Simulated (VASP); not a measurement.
# Si in VASP: further runs

Si is run at these levels: PBE; tasks: single point.

Everything below comes from runs of VASP 6.6.1. Logs are shortened: lines on timing, memory, paths and dates and some standing lists are left out, and cuts for length are marked.

## 1. The cell of the first run

The cell holds a slab with vacuum, 10 atoms: a = 3.868 Å, b = 3.868 Å, c = 27.307 Å, α = 90.00°, β = 90.00°, γ = 90.00°.

## 2. Single point, PBE

INCAR reads:

```
ALGO     = Normal         # electronic algorithm
DIPOL    = 0.5 0.5 0.500
EDIFF    = 1E-6           # SCF threshold, eV
ENCUT    = 520            # plane-wave cutoff, eV
GGA      = PE             # functional
IDIPOL   = 3            
ISIF     = 2              # what is computed and relaxed
ISMEAR   = 0              # smearing method
LASPH    = T              # aspherical terms in the spheres
LCHARG   = T              # write CHGCAR
LDIPOL   = T            
LELF     = T              # ELF
LREAL    = F              # projectors in reciprocal space
LVACPOTAV= T            
LVHAR    = T            
LWAVE    = F              # write WAVECAR
NBANDS   = 31             # bands
NELM     = 80             # most SCF steps
PREC     = Accurate       # precision mode
SIGMA    = 0.05           # smearing width, eV
```

KPOINTS reads:

```
k-points
0
Gamma
  7 7 1
```

POSCAR reads:

```
Si
1.0
    3.8677060756      0.0000000000      0.0000000000
    0.0000000000      3.8677060756      0.0000000000
    0.0000000000      0.0000000000     27.3069653717
Si
10
Direct
    0.0000000000      0.5000000000      0.2746551987
    0.0000000000      0.0000000000      0.3247318212
    0.5000000000      0.0000000000      0.3748084437
    0.5000000000      0.5000000000      0.4248850662
    0.0000000000      0.5000000000      0.4749616887
    0.0000000000      0.0000000000      0.5250383113
    0.5000000000      0.0000000000      0.5751149338
    0.5000000000      0.5000000000      0.6251915563
    0.0000000000      0.5000000000      0.6752681788
    0.0000000000      0.0000000000      0.7253448013
```

Potentials or basis: VASP PAW PBE potentials, release 64 (Si).

Launch:

```console
$ cat potpaw_PBE.64/Si/POTCAR > POTCAR
$ mpirun -np 1 vasp_std > vasp.out
```

OUTCAR:

```text
EDIFF = 1E-6
   ENCUT = 520
   GGA = PE
   ISIF = 2
   ISMEAR = 0
   LASPH = T
   LREAL = F
   NELM = 80
   PREC = Accurate

 ion  position               nearest neighbor table
   1  0.000  0.500  0.275-   2 2.37   2 2.37
   2  0.000  0.000  0.325-   1 2.37   1 2.37   3 2.37   3 2.37
   3  0.500  0.000  0.375-   2 2.37   4 2.37   4 2.37   2 2.37
   4  0.500  0.500  0.425-   3 2.37   5 2.37   3 2.37   5 2.37
   5  0.000  0.500  0.475-   4 2.37   4 2.37   6 2.37   6 2.37
   6  0.000  0.000  0.525-   7 2.37   7 2.37   5 2.37   5 2.37
   7  0.500  0.000  0.575-   6 2.37   8 2.37   8 2.37   6 2.37
   8  0.500  0.500  0.625-   7 2.37   9 2.37   7 2.37   9 2.37
   9  0.000  0.500  0.675-  10 2.37  10 2.37   8 2.37   8 2.37
  10  0.000  0.000  0.725-   9 2.37   9 2.37

  LATTYP: Found a simple tetragonal cell.
 ALAT       =     3.8677060756
 C/A-ratio  =     7.0602483327

  Lattice vectors:

 A1 = (   3.8677060756,   0.0000000000,   0.0000000000)
 A2 = (   0.0000000000,   3.8677060756,   0.0000000000)
 A3 = (   0.0000000000,   0.0000000000,  27.3069653717)

Analysis of symmetry for initial positions (statically):
=====================================================================
 Subroutine PRICEL returns:
 Original cell was already a primitive cell.

 Routine SETGRP: Setting up the symmetry group for a
 simple tetragonal supercell.

 Subroutine GETGRP returns: Found  8 space group operations
 (whereof  4 operations were pure point group operations)
 out of a pool of 16 trial point group operations.

The static configuration has the point symmetry C_2v.
 The point group associated with its full space group is D_2h.

Analysis of symmetry for dynamics (positions and initial velocities):
=====================================================================
 Subroutine PRICEL returns:
 Original cell was already a primitive cell.

 Routine SETGRP: Setting up the symmetry group for a
 simple tetragonal supercell.

 Subroutine GETGRP returns: Found  8 space group operations
 (whereof  4 operations were pure point group operations)
 out of a pool of 16 trial point group operations.

The dynamic configuration has the point symmetry C_2v.
 The point group associated with its full space group is D_2h.

 Subroutine INISYM returns: Found  8 space group operations
 (whereof  4 operations are pure point group operations),
 and found     1 'primitive' translations

----------------------------------------------------------------------------------------

                                     Primitive cell

  volume of cell :     408.4890

  direct lattice vectors                    reciprocal lattice vectors
     3.867706076  0.000000000  0.000000000     0.258551188  0.000000000  0.000000000
     0.000000000  3.867706076  0.000000000     0.000000000  0.258551188  0.000000000
     0.000000000  0.000000000 27.306965372     0.000000000  0.000000000  0.036620693

  length of vectors
     3.867706076  3.867706076 27.306965372     0.258551188  0.258551188  0.036620693

  position of ions in fractional coordinates (direct lattice)
     0.000000000  0.500000000  0.274655199
     0.000000000  0.000000000  0.324731821
     0.500000000  0.000000000  0.374808444
     0.500000000  0.500000000  0.424885066
     0.000000000  0.500000000  0.474961689
     0.000000000  0.000000000  0.525038311
     0.500000000  0.000000000  0.575114934
     0.500000000  0.500000000  0.625191556
     0.000000000  0.500000000  0.675268179
     0.000000000  0.000000000  0.725344801

  ion indices of the primitive-cell ions
   primitive index   ion index
                 1           1
                 2           2
                 3           3
                 4           4
                 5           5
                 6           6
                 7           7
                 8           8
                 9           9
                10          10

----------------------------------------------------------------------------------------

 KPOINTS: k-points

Automatic generation of k-mesh.
 Grid dimensions read from file:
 generate k-points for:    7    7    1

 Generating k-lattice:

  Cartesian coordinates                     Fractional coordinates (reciprocal lattice)
     0.036935884  0.000000000  0.000000000     0.142857143  0.000000000  0.000000000
     0.000000000  0.036935884  0.000000000     0.000000000  0.142857143  0.000000000
     0.000000000  0.000000000  0.036620693     0.000000000  0.000000000  1.000000000

  Length of vectors
     0.036935884  0.036935884  0.036620693

  Shift w.r.t. Gamma in fractional coordinates (k-lattice)
     0.000000000  0.000000000  0.000000000

 Subroutine IBZKPT returns following result:
 ===========================================

 Found     16 irreducible k-points:

 Following reciprocal coordinates:
            Coordinates               Weight
  0.000000  0.000000  0.000000      1.000000
  0.142857  0.000000  0.000000      2.000000
  0.000000  0.142857  0.000000      2.000000
  0.285714  0.000000  0.000000      2.000000
  0.000000  0.285714  0.000000      2.000000
  0.428571  0.000000  0.000000      2.000000
[... 8 lines left out ...]
 -0.285714  0.428571  0.000000      4.000000
  0.428571  0.428571  0.000000      4.000000
   k-points           NKPTS =     16   k-points in BZ     NKDIM =     16   number of bands    NBANDS=     31
   number of dos      NEDOS =    301   number of ions     NIONS =     10
   total plane-waves  NPLWV = 189000
   dimension x,y,z NGX =    30 NGY =   30 NGZ =  210
   dimension x,y,z NGXF=    60 NGYF=   60 NGZF=  420
   ions per type =              10
   NGX,Y,Z   is equivalent  to a cutoff of  12.89, 12.89, 12.78 a.u.
   NGXF,Y,Z  is equivalent  to a cutoff of  25.79, 25.79, 25.57 a.u.
 SYSTEM =  unknown system
   PREC   = accura    normal or accurate (medium, high low for compatibility)
   ISTART =      0    job   : 0-new  1-cont  2-samecut
   ICHARG =      2    charge: 1-file 2-atom 10-const
   ISPIN  =      1    spin polarized calculation?
   LNONCOLLINEAR =      F non collinear calculations
   LSORBIT =      F    spin-orbit coupling
   LASPH  =      T    aspherical Exc in radial PAW
   ENCUT  =  520.0 eV  38.22 Ry    6.18 a.u.   7.19  7.19 50.77*2*pi/ulx,y,z
   NELM   =     80;   NELMIN=  2; NELMDL= -5     # of ELM steps
   EDIFF  = 0.1E-05   stopping-criterion for ELM
   LREAL  =      F    real-space projection
   EDIFFG = 0.1E-04   stopping-criterion for IOM
   NSW    =      0    number of steps for IOM
   IBRION =     -1    ionic relax: 0-MD 1-quasi-New 2-CG
   NFREE  =      0    steps in history (QN), initial steepest desc. (CG)
   ISIF   =      2    stress and relaxation
   ISYM   =      2    0-nonsym 1-usesym 2-fastsym
   POTIM  = 0.5000    time-step for ionic-motion
   TEBEG  =    0.0;   TEEND  =   0.0 temperature during run
   PSTRESS=    0.0 pullay stress
   NELECT =      40.0000    total number of electrons
   NUPDOWN=      -1.0000    fix difference up-down
   EMIN   =  10.00;   EMAX   =-10.00  energy-range for DOS
   EFERMI =   0.00;   METHOD = LEGACY
   ISMEAR =     0;   SIGMA  =   0.05  broadening in eV -4-tet -1-fermi 0-gaus
   EFERMI_NEDOS =   21; number of points for ismear=-14 and -15
   IALGO  =     38    algorithm
   IMIX   =      4    mixing-type and parameters
     AMIX     =   0.40;   BMIX     =  1.00
     AMIX_MAG =   1.60;   BMIX_MAG =  1.00
  volume/ion in A,a.u.               =      40.85       275.66
  Fermi-wavevector in a.u.,A,eV,Ry     =   0.754573  1.425937  7.746895  0.569381
  Thomas-Fermi vector in A             =   1.852271
   LORBIT       =      0    0 simple, 1 ext, 2 COOP (PROOUT), +10 PAW based schemes
   GGA     = PE    functional components
   LHFCALC =     F    Hartree Fock is set to
   AEXX    =    0.0000 exact exchange contribution
   IVDW    =     0    specifies the selected vdW correction
   LEPSILON=     F    determine dielectric tensor
   LRPA    =     F    only Hartree local field effects (RPA)
 non-spin polarized calculation
 Gauss-broadening in eV      SIGMA  =   0.05
  energy-cutoff  :      520.00
  volume of cell :      408.49
 maximum number of plane-waves:     11040
 NGX is ok and might be reduce to    30
   NGX = 15   NGY = 15   NGZ =101

 dipolmoment           0.000000      0.000000      0.000000 electrons x Angstroem

 number of electron      39.9999998 magnetization

 dipolmoment           0.000000      0.000000     -0.000000 electrons x Angstroem

 Free energy of the ion-electron system (eV)
  ---------------------------------------------------
  ext. energy  EPLUGINS =         0.00000000
  ---------------------------------------------------
  free energy    TOTEN  =       -50.22962214 eV

  energy without entropy =      -50.22341219  energy(sigma->0) =      -50.22651716

 E-fermi :  -0.0021     XC(G=0):  -5.3656

 val. band max:       -0.0039504449   @ k =   0.2857   0.1429   0.0000
 cond. band min:       0.0087698728   @ k =   0.1429   0.0000   0.0000
 fundamental gap:      0.0127203177
 Fermi energy:        -0.0021114563

 k-point     1 :       0.0000    0.0000    0.0000
  band No.  band energies     occupation
      1     -11.5093      2.00000
      2     -10.9799      2.00000
      3     -10.2244      2.00000
      4      -9.2229      2.00000
      5      -8.0002      2.00000
      6      -6.5936      2.00000
[... 23 lines left out ...]
     30       3.2394      0.00000
     31       3.6334      0.00000

 k-point     2 :       0.1429    0.0000    0.0000
  band No.  band energies     occupation
      1     -11.3370      2.00000
      2     -10.8151      2.00000
      3     -10.0750      2.00000
      4      -9.1046      2.00000
      5      -8.0167      2.00000
      6      -6.5094      2.00000
[... 468 lines left out ...]
 k-point    16 :       0.4286    0.4286    0.0000
  band No.  band energies     occupation
      1      -8.5386      2.00000
      2      -8.2295      2.00000
      3      -7.9184      2.00000
      4      -7.6617      2.00000
      5      -7.4287      2.00000
      6      -7.1500      2.00000
[... 23 lines left out ...]
     30       3.9806      0.00000
     31       4.6807      0.00000

------------------------ aborting loop because EDIFF is reached ----------------------------------------

  FORCE on cell =-STRESS in cart. coord.  units (eV):
  Direction    XX          YY          ZZ          XY          YZ          ZX
  --------------------------------------------------------------------------------------
  -------------------------------------------------------------------------------------
  Total       -3.4734288     -0.6833025     -0.7124182      0.0000000      0.0000000      0.0000000
  in kB      -13.6234975     -2.6800520     -2.7942498      0.0000000      0.0000000      0.0000000
  external PRESSURE =      -6.3659331 kB  Pullay stress =       0.0000000 kB

 VOLUME and BASIS-vectors are now :
 -----------------------------------------------------------------------------
  energy-cutoff  :      520.00
  volume of cell :      408.49
      direct lattice vectors                 reciprocal lattice vectors
     3.867706076  0.000000000  0.000000000     0.258551188  0.000000000  0.000000000
     0.000000000  3.867706076  0.000000000     0.000000000  0.258551188  0.000000000
     0.000000000  0.000000000 27.306965372     0.000000000  0.000000000  0.036620693

 POSITION                                       TOTAL-FORCE (eV/Angst)
 -----------------------------------------------------------------------------------
      0.00000      1.93385      7.50000         0.000000      0.000000      0.102682
      0.00000      0.00000      8.86744         0.000000      0.000000     -0.049322
      1.93385      0.00000     10.23488         0.000000      0.000000      0.038172
      1.93385      1.93385     11.60232         0.000000      0.000000     -0.095477
      0.00000      1.93385     12.96976         0.000000      0.000000      0.024863
      0.00000      0.00000     14.33720         0.000000      0.000000     -0.024863
      1.93385      0.00000     15.70464         0.000000      0.000000      0.095477
      1.93385      1.93385     17.07208         0.000000      0.000000     -0.038172
      0.00000      1.93385     18.43952         0.000000      0.000000      0.049322
      0.00000      0.00000     19.80697         0.000000      0.000000     -0.102682
 -----------------------------------------------------------------------------------
    total drift:                               -0.000000     -0.000000      0.000000

  FREE ENERGIE OF THE ION-ELECTRON SYSTEM (eV)
  ---------------------------------------------------
  free  energy   TOTEN  =       -50.2296221424 eV

  energy  without entropy=      -50.2234121851  energy(sigma->0) =      -50.22651716

 vacuum level on the upper side and lower side of the slab         5.458         5.458
```

Run time: 10 min. Hardware: 1 thread of Intel Xeon 8259CL, shared host; peak memory 0.51 GiB.

Results:

| Quantity | Value |
| --- | --- |
| Free energy | -50.2296 eV |
| Largest force | 0.103 eV/Å |
| Band gap on the k mesh | zero (bands 20 and 21 overlap by 0.82 eV) |

Forces on the atoms (eV/Å):
```
Si   0.000  0.000  0.103
Si   0.000  0.000 -0.049
Si   0.000  0.000  0.038
Si   0.000  0.000 -0.095
Si   0.000  0.000  0.025
Si   0.000  0.000 -0.025
Si   0.000  0.000  0.095
Si   0.000  0.000 -0.038
Si   0.000  0.000  0.049
Si   0.000  0.000 -0.103
```

## 3. Single point, PBE

INCAR reads:

```
SYSTEM = Si
  PREC = Accurate
  ENCUT = 520
  EDIFF = 1E-7
  ISMEAR = -1
  SIGMA = 0.025
  LREAL = .False.
  LASPH = .True.
  NELM = 80
  ALGO = Normal
  ISIF = 2
  LWAVE = .False.
  LCHARG = .False.
  LDIPOL = .True.
  IDIPOL = 3
  DIPOL = 0.5 0.5 0.500
  GGA = PE
  NBANDS = 31
```

KPOINTS reads:

```
regular mesh
0
Gamma
  7 7 1
  0 0 0
```

POSCAR is that of step 2.

Potentials or basis: VASP PAW PBE potentials, release 64 (Si).

Launch:

```console
$ cat potpaw_PBE.64/Si/POTCAR > POTCAR
$ mpirun -np 1 vasp_std > vasp.out
```

Run time: 10 min. Hardware: 1 thread of Intel Xeon 8259CL, shared host; peak memory 0.5 GiB.

The run converged. Its results:

- Free energy: -50.2314 eV
- Largest force: 0.099 eV/Å
- Band gap on the k mesh: zero (bands 20 and 21 overlap by 0.82 eV)

Forces in eV/Å, atoms in the order of the input:
```
Si   0.000  0.000  0.099
Si   0.000  0.000 -0.046
Si   0.000  0.000  0.037
Si   0.000  0.000 -0.093
Si   0.000  0.000  0.023
Si   0.000  0.000 -0.023
Si   0.000  0.000  0.093
Si   0.000  0.000 -0.037
Si   0.000  0.000  0.046
Si   0.000  0.000 -0.099
```

Levels at points of the mesh, in eV from the Fermi level:
| k point | band 17 | band 18 | band 19 | band 20 | band 21 | band 22 | band 23 | band 24 |
| --- | --- | --- | --- | --- | --- | --- | --- | --- |
| (0.00, 0.00, 0.00) | -0.47 | -0.15 | -0.06 | 0.41 | 0.97 | 0.97 | 1.55 | 1.60 |

## 4. Single point, PBE

INCAR reads:

```
ALGO     = Normal         # electronic algorithm
DIPOL    = 0.5 0.5 0.500
EDIFF    = 1E-6           # SCF threshold, eV
EFIELD   = -0.6         
ENCUT    = 520            # plane-wave cutoff, eV
GGA      = PE             # functional
IDIPOL   = 3            
ISIF     = 2              # what is computed and relaxed
ISMEAR   = 0              # smearing method
LASPH    = True           # aspherical terms in the spheres
LCHARG   = False          # write CHGCAR
LDIPOL   = True         
LREAL    = False          # projectors in reciprocal space
LWAVE    = False          # write WAVECAR
NBANDS   = 31             # bands
NELM     = 80             # most SCF steps
PREC     = Accurate       # precision mode
SIGMA    = 0.05           # smearing width, eV
```

KPOINTS reads:

```
k-points
0
Gamma
  7 7 1
```

POSCAR is that of step 3.

Launch:

```console
$ cat potpaw_PBE.64/Si/POTCAR > POTCAR
$ mpirun -np 1 vasp_std > vasp.out
```

Wall time 13 min (1 thread of Intel Xeon 8259CL, shared host); peak memory 0.5 GiB.

It converged, with:

* Free energy: -50.4536 eV
* Largest force: 0.118 eV/Å
* Band gap on the k mesh: zero (bands 20 and 21 overlap by 0.82 eV)

Forces on the atoms (eV/Å):
```
Si   0.000  0.000  0.059
Si   0.000  0.000 -0.028
Si   0.000  0.000  0.046
Si   0.000  0.000 -0.093
Si   0.000  0.000  0.024
Si   0.000  0.000 -0.029
Si   0.000  0.000  0.095
Si   0.000  0.000 -0.033
Si   0.000  0.000  0.077
Si   0.000  0.000 -0.118
```

Levels at points of the mesh, in eV from the Fermi level:
```
           k point  band 17  band 18  band 19  band 20  band 21  band 22  band 23  band 24
(0.00, 0.00, 0.00)    -0.47    -0.15    -0.06     0.41     0.97     0.97     1.56     1.60
```

## 5. Single point, PBE

INCAR reads:

```
ALGO = Normal ; DIPOL = 0.5 0.5 0.500
EDIFF = 1E-7 ; EFIELD = -0.1
ENCUT = 520 ; GGA = PE
IDIPOL = 3 ; ISIF = 2
ISMEAR = 0 ; LASPH = True
LCHARG = False ; LDIPOL = True
LREAL = False ; LWAVE = False
NBANDS = 31 ; NELM = 100
PREC = Accurate ; SIGMA = 0.05
```

KPOINTS is that of step 4.

POSCAR is that of step 4.

Launch:

```console
$ cat potpaw_PBE.64/Si/POTCAR > POTCAR
$ mpirun -np 1 vasp_std > vasp.out
```

Run time: 15 min. Hardware: 1 thread of Intel Xeon 8259CL, shared host; peak memory 0.5 GiB.

The run converged. Its results:

```
Free energy            : -50.2358 eV
Largest force          : 0.107 eV/Å
Band gap on the k mesh : zero (bands 20 and 21 overlap by 0.82 eV)
```

Forces on the atoms (eV/Å):
```
Si   0.000  0.000  0.097
Si   0.000  0.000 -0.045
Si   0.000  0.000  0.039
Si   0.000  0.000 -0.095
Si   0.000  0.000  0.024
Si   0.000  0.000 -0.025
Si   0.000  0.000  0.096
Si   0.000  0.000 -0.037
Si   0.000  0.000  0.053
Si   0.000  0.000 -0.107
```

Levels at points of the mesh, in eV from the Fermi level:
```
           k point  band 17  band 18  band 19  band 20  band 21  band 22  band 23  band 24
(0.00, 0.00, 0.00)    -0.47    -0.15    -0.06     0.41     0.97     0.97     1.56     1.60
```

## 6. Summary

| smearing | electric field (eV/Å) | gap on the mesh (eV) | largest force (eV/Å) |
| --- | --- | --- | --- |
| gaussian 0.05 eV | - | none | 0.10 |
| fermi-dirac 0.025 eV | - | none | 0.10 |
| gaussian 0.05 eV | -0.6 eV/Å | none | 0.12 |
| gaussian 0.05 eV | -0.1 eV/Å | none | 0.11 |

Alike in all rows: task single point; level PBE; potentials or basis VASP PAW PBE potentials, release 64 (Si); no spin polarisation; cell as given; k mesh 7 × 7 × 1; cutoff (eV) 520.

Total energies depend on the potentials used, so only differences within one code and one set of settings carry meaning.
